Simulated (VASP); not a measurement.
# LiGaI2 (P4mm) in VASP: further runs

LiGaI2 is run at these levels: PBE; tasks: single point, relaxation of cell and atoms.

Program: VASP 6.6.1. These are calculated values, not measurements. Logs are shortened: lines on timing, memory, paths and dates and some standing lists are left out, and cuts for length are marked.

**1. The cell of the first run**

Symmetry: P4mm, No. 99, tetragonal system. The conventional cell has a = 3.860 Å, b = 3.860 Å, c = 8.158 Å, α = 90.00°, β = 90.00°, γ = 90.00°. Li (site symmetry 4mm) has 1 Ga at 2.22 Å within 2.9 Å. Within 2.9 Å of Ga (site symmetry 4mm) lie 1 Li at 2.22 Å. Within 3.6 Å of I (site symmetry 2mm) lie 4 I at 2.73 Å and 2 Li at 3.22 Å.

**2. Single point, PBE**

INCAR reads:

```
  ALGO = Normal
  EDIFF = 1E-6
  ENCUT = 520
  GGA = PE
  ISIF = 2
  ISMEAR = 0
  LASPH = T
  LCHARG = F
  LREAL = F
  LWAVE = F
  NBANDS = 23
  NELM = 60
  PREC = Accurate
  SIGMA = 0.1
```

KPOINTS reads:

```
k-points
0
Gamma
  4 4 2
```

POSCAR reads:

```
LiGaI2
1.0
    3.8601061200      0.0000000000      0.0000000000
    0.0000000000      3.8601061200      0.0000000000
    0.0000000000      0.0000000000      8.1577070100
Li Ga I
1 1 2
Direct
    0.0000000000      0.0000000000      0.7485212800
    0.0000000000      0.0000000000      0.0209034500
    0.5000000000      0.0000000000      0.4327019200
    0.0000000000      0.5000000000      0.4327019200
```

Potentials or basis: VASP PAW PBE potentials, release 64 (Li_sv, Ga_d, I).

On the command line:

```console
$ cat potpaw_PBE.64/Li_sv/POTCAR potpaw_PBE.64/Ga_d/POTCAR potpaw_PBE.64/I/POTCAR > POTCAR
$ mpirun -np 1 vasp_std > vasp.out
```

OUTCAR:

```text
EDIFF = 1E-6
   ENCUT = 520
   GGA = PE
   ISIF = 2
   ISMEAR = 0
   LASPH = T
   LREAL = F
   NELM = 60
   PREC = Accurate

 ion  position               nearest neighbor table
   1  0.000  0.000  0.749-   2 2.22
   2  0.000  0.000  0.021-   1 2.22
   3  0.500  0.000  0.433-   4 2.73   4 2.73   4 2.73   4 2.73
   4  0.000  0.500  0.433-   3 2.73   3 2.73   3 2.73   3 2.73

  LATTYP: Found a simple tetragonal cell.
 ALAT       =     3.8601061200
 C/A-ratio  =     2.1133374981

  Lattice vectors:

 A1 = (   3.8601061200,   0.0000000000,   0.0000000000)
 A2 = (   0.0000000000,   3.8601061200,   0.0000000000)
 A3 = (   0.0000000000,   0.0000000000,   8.1577070100)

Analysis of symmetry for initial positions (statically):
=====================================================================
 Subroutine PRICEL returns:
 Original cell was already a primitive cell.

 Routine SETGRP: Setting up the symmetry group for a
 simple tetragonal supercell.

 Subroutine GETGRP returns: Found  8 space group operations
 (whereof  8 operations were pure point group operations)
 out of a pool of 16 trial point group operations.

The static configuration has the point symmetry C_4v.

Analysis of symmetry for dynamics (positions and initial velocities):
=====================================================================
 Subroutine PRICEL returns:
 Original cell was already a primitive cell.

 Routine SETGRP: Setting up the symmetry group for a
 simple tetragonal supercell.

 Subroutine GETGRP returns: Found  8 space group operations
 (whereof  8 operations were pure point group operations)
 out of a pool of 16 trial point group operations.

The dynamic configuration has the point symmetry C_4v.

 Subroutine INISYM returns: Found  8 space group operations
 (whereof  8 operations are pure point group operations),
 and found     1 'primitive' translations

----------------------------------------------------------------------------------------

                                     Primitive cell

  volume of cell :     121.5533

  direct lattice vectors                    reciprocal lattice vectors
     3.860106120  0.000000000  0.000000000     0.259060235  0.000000000  0.000000000
     0.000000000  3.860106120  0.000000000     0.000000000  0.259060235  0.000000000
[... 74 lines left out ...]
   ENCUT  =  520.0 eV  38.22 Ry    6.18 a.u.   7.18  7.18 15.17*2*pi/ulx,y,z
   NELM   =     60;   NELMIN=  2; NELMDL= -5     # of ELM steps
   EDIFF  = 0.1E-05   stopping-criterion for ELM
   LREAL  =      F    real-space projection
   EDIFFG = 0.1E-04   stopping-criterion for IOM
   NSW    =      0    number of steps for IOM
   IBRION =     -1    ionic relax: 0-MD 1-quasi-New 2-CG
   NFREE  =      0    steps in history (QN), initial steepest desc. (CG)
   ISIF   =      2    stress and relaxation
   ISYM   =      2    0-nonsym 1-usesym 2-fastsym
   POTIM  = 0.5000    time-step for ionic-motion
   TEBEG  =    0.0;   TEEND  =   0.0 temperature during run
   PSTRESS=    0.0 pullay stress
   NELECT =      30.0000    total number of electrons
   NUPDOWN=      -1.0000    fix difference up-down
   EMIN   =  10.00;   EMAX   =-10.00  energy-range for DOS
   EFERMI =   0.00;   METHOD = LEGACY
   ISMEAR =     0;   SIGMA  =   0.10  broadening in eV -4-tet -1-fermi 0-gaus
   EFERMI_NEDOS =   21; number of points for ismear=-14 and -15
   IALGO  =     38    algorithm
   IMIX   =      4    mixing-type and parameters
     AMIX     =   0.40;   BMIX     =  1.00
     AMIX_MAG =   1.60;   BMIX_MAG =  1.00
  volume/ion in A,a.u.               =      30.39       205.07
  Fermi-wavevector in a.u.,A,eV,Ry     =   1.026896  1.940552 14.347548  1.054515
  Thomas-Fermi vector in A             =   2.160813
   LORBIT       =      0    0 simple, 1 ext, 2 COOP (PROOUT), +10 PAW based schemes
   GGA     = PE    functional components
   LHFCALC =     F    Hartree Fock is set to
   AEXX    =    0.0000 exact exchange contribution
   IVDW    =     0    specifies the selected vdW correction
   LEPSILON=     F    determine dielectric tensor
   LRPA    =     F    only Hartree local field effects (RPA)
 non-spin polarized calculation
 Gauss-broadening in eV      SIGMA  =   0.10
  energy-cutoff  :      520.00
  volume of cell :      121.55
 maximum number of plane-waves:      3308
 NGX is ok and might be reduce to    30
   NGX = 15   NGY = 15   NGZ = 31

 number of electron      29.9999999 magnetization

 Free energy of the ion-electron system (eV)
  ---------------------------------------------------
  ext. energy  EPLUGINS =         0.00000000
  ---------------------------------------------------
  free energy    TOTEN  =        -2.83488764 eV

  energy without entropy =       -2.81540399  energy(sigma->0) =       -2.82514581

 E-fermi :   5.1385     XC(G=0):  -8.3204

 val. band max:        5.1334680576   @ k =   0.5000   0.0000   0.5000
 cond. band min:       5.1430248550   @ k =   0.5000   0.5000   0.5000
 fundamental gap:      0.0095567974
 Fermi energy:         5.1384907307

 k-point     1 :       0.0000    0.0000    0.0000
  band No.  band energies     occupation
      1     -42.9653      2.00000
      2     -13.7805      2.00000
      3     -10.3828      2.00000
      4     -10.3375      2.00000
      5     -10.3375      2.00000
      6     -10.3242      2.00000
[... 301 lines left out ...]
     22       8.6399      0.00000
     23       9.7259      0.00000

------------------------ aborting loop because EDIFF is reached ----------------------------------------

  FORCE on cell =-STRESS in cart. coord.  units (eV):
  Direction    XX          YY          ZZ          XY          YZ          ZX
  --------------------------------------------------------------------------------------
  -------------------------------------------------------------------------------------
  Total       17.0466849     17.0466849      4.0545199      0.0000000      0.0000000     -0.0000000
  in kB      224.6900924    224.6900924     53.4420896      0.0000000      0.0000000     -0.0000000
  external PRESSURE =     167.6074248 kB  Pullay stress =       0.0000000 kB

 VOLUME and BASIS-vectors are now :
 -----------------------------------------------------------------------------
  energy-cutoff  :      520.00
  volume of cell :      121.55
      direct lattice vectors                 reciprocal lattice vectors
     3.860106120  0.000000000  0.000000000     0.259060235  0.000000000  0.000000000
     0.000000000  3.860106120  0.000000000     0.000000000  0.259060235  0.000000000
     0.000000000  0.000000000  8.157707010     0.000000000  0.000000000  0.122583466

 POSITION                                       TOTAL-FORCE (eV/Angst)
 -----------------------------------------------------------------------------------
      0.00000      0.00000      6.10622         0.000000      0.000000     -1.492151
      0.00000      0.00000      0.17052         0.000000     -0.000000      1.405491
      1.93005      0.00000      3.52986         0.000000      0.000000      0.043330
      0.00000      1.93005      3.52986         0.000000      0.000000      0.043330
 -----------------------------------------------------------------------------------
    total drift:                                0.000000      0.000000      0.000263

  FREE ENERGIE OF THE ION-ELECTRON SYSTEM (eV)
  ---------------------------------------------------
  free  energy   TOTEN  =        -2.8348876352 eV

  energy  without entropy=       -2.8154039878  energy(sigma->0) =       -2.82514581
```

OSZICAR:

```text
N       E                     dE             d eps       ncg     rms          rms(c)
DAV:   1     0.208683034071E+03    0.20868E+03   -0.13006E+04   559   0.143E+03
DAV:   2     0.225215895162E+02   -0.18616E+03   -0.17493E+03   604   0.339E+02
DAV:   3    -0.431619852473E+00   -0.22953E+02   -0.21644E+02   746   0.947E+01
DAV:   4    -0.320676474722E+01   -0.27751E+01   -0.27322E+01  1012   0.241E+01
DAV:   5    -0.332522166234E+01   -0.11846E+00   -0.11820E+00   668   0.430E+00    0.214E+01
DAV:   6    -0.288591701478E+01    0.43930E+00   -0.63257E-01   702   0.345E+00    0.149E+01
DAV:   7    -0.287266594959E+01    0.13251E-01   -0.54714E-01   681   0.335E+00    0.816E-01
DAV:   8    -0.284814541738E+01    0.24521E-01   -0.16955E-01   617   0.188E+00    0.474E-01
DAV:   9    -0.283590598945E+01    0.12239E-01   -0.17736E-02   669   0.810E-01    0.506E-01
DAV:  10    -0.283487284571E+01    0.10331E-02   -0.56112E-03   695   0.350E-01    0.111E-01
DAV:  11    -0.283484933179E+01    0.23514E-04   -0.10200E-03   652   0.165E-01    0.625E-02
DAV:  12    -0.283491397534E+01   -0.64644E-04   -0.10831E-04   756   0.547E-02    0.287E-02
DAV:  13    -0.283488725343E+01    0.26722E-04   -0.87012E-05   676   0.505E-02    0.107E-02
DAV:  14    -0.283488699894E+01    0.25449E-06   -0.10919E-05   700   0.145E-02    0.152E-02
DAV:  15    -0.283488763518E+01   -0.63624E-06   -0.11453E-06   546   0.608E-03
   1 F= -.28348876E+01 E0= -.28251458E+01  d E =-.194836E-01
```

stdout:

```text
POSCAR found type information on POSCAR LiGaI
 POSCAR found :  3 types and       4 ions
 scaLAPACK will be used
 LDA part: xc-table for (Slater+PW92), standard interpolation
 POSCAR, INCAR and KPOINTS ok, starting setup
 FFT: planning ... GRIDC
 FFT: planning ... GRID_SOFT
 FFT: planning ... GRID
 WAVECAR not read
 entering main loop
```

Wall time 26 s (1 thread of Intel Xeon 6975P-C (Granite Rapids), shared host); peak memory 0.24 GiB.

Results:

```
Free energy            : -2.8349 eV
Largest force          : 1.492 eV/Å
Band gap on the k mesh : zero (band 15 reaches 5.41 eV, above the bottom of band 16 at 3.63 eV)
```

Forces in eV/Å, atoms in the order of the input:
```
Li   0.000  0.000 -1.492
Ga   0.000  0.000  1.405
I    0.000  0.000  0.043
I    0.000  0.000  0.043
```

Levels at points of the mesh, in eV from the Fermi level:
```csv
k point,band 11,band 12,band 13,band 14,band 15,band 16,band 17,band 18,band 19,band 20
"(0.00, 0.00, 0.00)",-8.00,-6.46,-2.10,-0.66,0.01,0.76,0.76,0.83,3.10,3.10
"(0.50, 0.00, 0.00)",-5.32,-5.24,-5.21,-4.17,-4.04,-1.50,0.60,2.70,2.81,3.88
"(0.50, 0.50, 0.00)",-4.94,-4.94,-4.77,-0.35,-0.35,0.02,1.37,2.26,3.38,3.43
"(0.00, 0.00, 0.50)",-8.09,-6.24,-2.10,-1.60,-0.18,0.76,0.76,2.77,2.77,2.88
"(0.50, 0.00, 0.50)",-5.32,-5.24,-5.04,-4.16,-4.04,-1.06,0.00,1.29,3.63,3.68
"(0.50, 0.50, 0.50)",-4.97,-4.97,-4.76,0.00,0.00,0.10,1.20,1.97,2.74,2.74
```

Caveat: the k points lie up to 0.41 Å⁻¹ apart; the cutoff is under 1.25 times the usual one of these potentials, so pressure, stress and relaxed cells hold a basis-set (Pulay) error; spin-orbit coupling is left out, which moves the levels of the heavy elements; forces of over 1 eV/Å act on the atoms, so gaps and moduli don't describe the material at rest.

(Continued in part 2 of 3.)
